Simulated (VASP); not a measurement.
# SrBi2O6 in VASP: further runs, part 2 of 2

VASP 6.6.1.

## 3. Single point, PBE

File INCAR:

```
PREC = Accurate
ENCUT = 520
EDIFF = 1E-6
ISMEAR = -1
SIGMA = 0.1
LREAL = False
LASPH = True
NELM = 100
ALGO = Normal
ISIF = 2
LWAVE = False
LCHARG = True
GGA = PE
LELF = True
LVHAR = True
NBANDS = 48
```

File KPOINTS:

```
Automatic mesh
0
Gamma
  3 3 3
```

File POSCAR:

```
SrBi2O6
1.0
    5.2615330000      0.3142130000     -0.7024150000
   -0.2723180000      5.2390360000      0.3275010000
   -0.9301230000      0.0568210000      5.9109360000
Sr Bi O
1 2 6
Direct
    0.2363622583      0.3051696375      0.6465248540
    0.0633944846      0.6894643388      0.1273848975
    0.6068630438      0.0872724973      0.2932892311
    0.0509426068      0.1648909692      0.1800293378
    0.6466374379      0.6611817632      0.7119031821
    0.5900913804      0.5145105663      0.0525551811
    0.9642585956      0.8435940525      0.6870312596
    0.8287775525      0.3347261519      0.8697833364
    0.6946999318      0.9874953658      0.8570155273
```

Potentials or basis: VASP PAW PBE potentials, release 64 (Sr_sv, Bi_d, O).

Launch:

```
$ cat potpaw_PBE.64/Sr_sv/POTCAR potpaw_PBE.64/Bi_d/POTCAR potpaw_PBE.64/O/POTCAR > POTCAR
$ mpirun -np 1 vasp_std > vasp.out
```

OUTCAR:

```text
PREC = Accurate
   ENCUT = 520
   EDIFF = 1E-6
   ISMEAR = -1
   LREAL = False
   LASPH = True
   NELM = 100
   ISIF = 2
   GGA = PE

 ion  position               nearest neighbor table
   1  0.236  0.305  0.647-   5 2.84   4 2.84   7 2.85   8 2.86   9 2.87   6 2.91   8 3.06   7 3.24
                             2 3.46   3 3.52   3 3.65   3 3.89   2 3.95   2 4.43
   2  0.063  0.689  0.127-   4 2.55   9 2.59   7 2.60   8 2.60   6 2.61   4 2.75   5 2.84   1 3.46
                             3 3.52   3 3.60   1 3.95   1 4.43
   3  0.607  0.087  0.293-   6 2.56   4 2.66   7 2.79   4 2.86   9 2.87   2 3.52   1 3.52   2 3.60
                             1 3.65   1 3.89
   4  0.051  0.165  0.180-   2 2.55   3 2.66   2 2.75   1 2.84   3 2.86
   5  0.647  0.661  0.712-   9 1.97   1 2.84   2 2.84
   6  0.590  0.515  0.053-   3 2.56   2 2.61   1 2.91
   7  0.964  0.844  0.687-   2 2.60   3 2.79   1 2.85   1 3.24
   8  0.829  0.335  0.870-   9 1.96   2 2.60   1 2.86   1 3.06
   9  0.695  0.987  0.857-   8 1.96   5 1.97   2 2.59   3 2.87   1 2.87

  LATTYP: Found a triclinic cell.
 ALAT       =     5.9839386542
 B/A-ratio  =     0.8886293893
 C/A-ratio  =     0.8784049220
 COS(alpha) =     0.0005967169
 COS(beta)  =     0.0790631784
[... 195 lines left out ...]
      3     -19.8050      2.00000
      4     -19.7941      2.00000
      5     -19.7834      2.00000
      6     -19.7794      2.00000
[... 703 lines left out ...]
     47       8.9746      0.00000
     48       9.2784      0.00000

------------------------ aborting loop because EDIFF is reached ----------------------------------------

  FORCE on cell =-STRESS in cart. coord.  units (eV):
  Direction    XX          YY          ZZ          XY          YZ          ZX
  --------------------------------------------------------------------------------------
  -------------------------------------------------------------------------------------
  Total       -8.4851513    -10.7804747     -6.2397546     -1.9596260      1.5159991     -3.5913947
  in kB      -85.0534871   -108.0613573    -62.5460721    -19.6429054     15.1960771    -35.9994339
  external PRESSURE =     -85.2203055 kB  Pullay stress =       0.0000000 kB

 VOLUME and BASIS-vectors are now :
 -----------------------------------------------------------------------------
  energy-cutoff  :      520.00
  volume of cell :      159.84
      direct lattice vectors                 reciprocal lattice vectors
     5.261533000  0.314213000 -0.702415000     0.193628168  0.008164792  0.030390124
    -0.272318000  5.239036000  0.327501000    -0.011869603  0.190489069 -0.003698901
    -0.930123000  0.056821000  5.910936000     0.023667087 -0.009583979  0.172994239

 POSITION                                       TOTAL-FORCE (eV/Angst)
 -----------------------------------------------------------------------------------
      0.55918      1.70980      3.75549         0.068589     -0.183929      1.531696
      0.02731      3.63929      0.93424        -1.732540      0.544304     -2.678631
      2.89647      0.66457      1.33593         1.003261      0.794367     -1.496033
      0.05568      0.89011      1.08236         1.478462     -0.789527      2.147537
      2.56009      3.70759      3.97034         0.021759     -0.120447     -0.322977
      2.91579      2.88394      0.06466        -1.604133     -0.667077      2.615782
      4.20473      4.76164      3.65997         1.705929     -0.537138     -1.151898
      3.46048      2.06348      4.66871         0.474950      0.438540     -1.793311
      2.58914      5.44050      4.90120        -1.416277      0.520907      1.147835
 -----------------------------------------------------------------------------------
    total drift:                               -0.001184      0.000470     -0.001158

  FREE ENERGIE OF THE ION-ELECTRON SYSTEM (eV)
  ---------------------------------------------------
  free  energy   TOTEN  =       -39.0410049177 eV

  energy  without entropy=      -38.8278031400  energy(sigma->0) =      -38.93440403
```

Wall time 62 s (1 thread of Intel Xeon 6975P-C (Granite Rapids), shared host); peak memory 0.31 GiB.

Results:

```yaml
Free_energy: -39.0410 eV
Pressure: -8.5 GPa
Largest_force: 3.236 eV/Å
Band_gap_on_the_k_mesh: zero (band 38 reaches 3.84 eV, above the bottom of band 39 at 3.78 eV)
```

Forces in eV/Å, atoms in the order of the input:
```
Sr   0.069 -0.184  1.532
Bi  -1.733  0.544 -2.679
Bi   1.003  0.794 -1.496
O    1.478 -0.790  2.148
O    0.022 -0.120 -0.323
O   -1.604 -0.667  2.616
O    1.706 -0.537 -1.152
O    0.475  0.439 -1.793
O   -1.416  0.521  1.148
```

Caveat: the k points lie up to 0.41 Å⁻¹ apart; spin-orbit coupling is left out, which moves the levels of the heavy elements.

## 4. Single point, PBE

File INCAR:

```
SYSTEM = SrBi2O6
  ALGO = Normal
  EDIFF = 1E-7
  ENCUT = 520
  GGA = PE
  ISIF = 2
  ISMEAR = -1
  LASPH = .True.
  LCHARG = .False.
  LREAL = .False.
  LWAVE = .False.
  NBANDS = 48
  NELM = 100
  PREC = Accurate
  SIGMA = 0.1
```

File KPOINTS:

```
k-points
0
Gamma
  3 3 3
  0 0 0
```

File POSCAR:

```
SrBi2O6
1.0
    5.2615330000      0.3142130000     -0.7024150000
   -0.2723180000      5.2390360000      0.3275010000
   -0.9301230000      0.0568210000      5.9109360000
Sr Bi O
1 2 6
Direct
    0.2369369499      0.3048411208      0.6462702854
    0.0630128262      0.6898729450      0.1269135844
    0.6070047326      0.0872235336      0.2935180545
    0.0579768247      0.1624458605      0.1862377819
    0.6438091327      0.6625880750      0.7110579331
    0.5851133574      0.5132911031      0.0594887255
    0.9678810992      0.8412201471      0.6826268738
    0.8302291780      0.3343900696      0.8642682556
    0.6903855456      0.9895624354      0.8592010598
```

Potentials or basis: VASP PAW PBE potentials, release 64 (Sr_sv, Bi_d, O).

Launch:

```
$ cat potpaw_PBE.64/Sr_sv/POTCAR potpaw_PBE.64/Bi_d/POTCAR potpaw_PBE.64/O/POTCAR > POTCAR
$ mpirun -np 1 vasp_std > vasp.out
```

OUTCAR:

```text
SYSTEM = SrBi2O6
   EDIFF = 1E-7
   ENCUT = 520
   GGA = PE
   ISIF = 2
   ISMEAR = -1
   LASPH = .True.
   LREAL = .False.
   NELM = 100
   PREC = Accurate

 ion  position               nearest neighbor table
   1  0.237  0.305  0.646-   4 2.81   5 2.83   8 2.83   9 2.85   7 2.85   6 2.93   8 3.06   7 3.21
                             2 3.46   3 3.52   3 3.65   3 3.89   2 3.96   2 4.43
   2  0.063  0.690  0.127-   4 2.54   9 2.60   8 2.62   7 2.62   6 2.64   4 2.77   5 2.84   1 3.46
                             3 3.52   3 3.60   1 3.96   1 4.43
   3  0.607  0.087  0.294-   6 2.53   4 2.67   7 2.79   4 2.83   9 2.84   1 3.52   2 3.52   2 3.60
                             1 3.65   1 3.89
   4  0.058  0.162  0.186-   2 2.54   3 2.67   2 2.77   1 2.81   3 2.83
[... 925 lines left out ...]
  external PRESSURE =     -96.6010627 kB  Pullay stress =       0.0000000 kB

 VOLUME and BASIS-vectors are now :
 -----------------------------------------------------------------------------
  energy-cutoff  :      520.00
  volume of cell :      159.84
      direct lattice vectors                 reciprocal lattice vectors
     5.261533000  0.314213000 -0.702415000     0.193628168  0.008164792  0.030390124
    -0.272318000  5.239036000  0.327501000    -0.011869603  0.190489069 -0.003698901
    -0.930123000  0.056821000  5.910936000     0.023667087 -0.009583979  0.172994239

 POSITION                                       TOTAL-FORCE (eV/Angst)
 -----------------------------------------------------------------------------------
      0.56253      1.70824      3.75347         0.042880     -0.176980      1.560492
      0.02563      3.64128      0.93185        -1.789228      0.459076     -2.797162
      2.89702      0.66437      1.33716         1.018509      0.865179     -1.571067
      0.08759      0.87986      1.11332         1.497537     -0.795057      2.090483
      2.54562      3.71402      3.96780         0.164276     -0.191109     -0.198443
      2.88348      2.87638      0.10874        -1.439603     -0.740494      2.536110
      4.22853      4.75009      3.63061         1.505099     -0.507441     -0.965707
      3.47334      2.06186      4.63498         0.189431      0.529975     -1.791842
      2.56385      5.45010      4.91783        -1.188901      0.556851      1.137135
 -----------------------------------------------------------------------------------
    total drift:                               -0.000309     -0.000184     -0.000967

  FREE ENERGIE OF THE ION-ELECTRON SYSTEM (eV)
  ---------------------------------------------------
  free  energy   TOTEN  =       -39.5317185989 eV

  energy  without entropy=      -39.3300797775  energy(sigma->0) =      -39.43089919
```

OSZICAR:

```text
N       E                     dE             d eps       ncg     rms          rms(c)
DAV:   1     0.881831598282E+03    0.88183E+03   -0.38049E+04  1344   0.173E+03
DAV:   2     0.893450869437E+02   -0.79249E+03   -0.76087E+03  1432   0.477E+02
DAV:   3    -0.407044045520E+02   -0.13005E+03   -0.12312E+03  1880   0.192E+02
[... 14 lines left out ...]
DAV:  18    -0.395317177762E+02   -0.26175E-05   -0.15294E-05  1696   0.206E-02    0.853E-03
DAV:  19    -0.395317184309E+02   -0.65470E-06   -0.37892E-06  1840   0.797E-03    0.271E-03
DAV:  20    -0.395317187541E+02   -0.32313E-06   -0.57439E-07  1408   0.404E-03    0.873E-04
DAV:  21    -0.395317186450E+02    0.10902E-06   -0.10322E-07  1088   0.168E-03    0.384E-04
DAV:  22    -0.395317185989E+02    0.46112E-07   -0.30253E-08   976   0.960E-04
   1 F= -.39531719E+02 E0= -.39430899E+02  d E =-.201639E+00
```

stdout:

```text
POSCAR found type information on POSCAR SrBiO
 POSCAR found :  3 types and       9 ions
 scaLAPACK will be used
 LDA part: xc-table for (Slater+PW92), standard interpolation
 POSCAR, INCAR and KPOINTS ok, starting setup
 FFT: planning ... GRIDC
 FFT: planning ... GRID_SOFT
 FFT: planning ... GRID
 WAVECAR not read
 entering main loop
```

It took 79 s on 1 thread of Intel Xeon 6975P-C (Granite Rapids), shared host; peak memory 0.31 GiB.

What came out:

```
Free energy            : -39.5317 eV
Pressure               : -9.7 GPa
Largest force          : 3.352 eV/Å
Band gap on the k mesh : zero (band 38 reaches 3.79 eV, above the bottom of band 39 at 3.75 eV)
```

Forces on the atoms (eV/Å):
```
Sr   0.043 -0.177  1.560
Bi  -1.789  0.459 -2.797
Bi   1.019  0.865 -1.571
O    1.498 -0.795  2.090
O    0.164 -0.191 -0.198
O   -1.440 -0.740  2.536
O    1.505 -0.507 -0.966
O    0.189  0.530 -1.792
O   -1.189  0.557  1.137
```

Caveat: the k points lie up to 0.41 Å⁻¹ apart; spin-orbit coupling is left out, which moves the levels of the heavy elements.
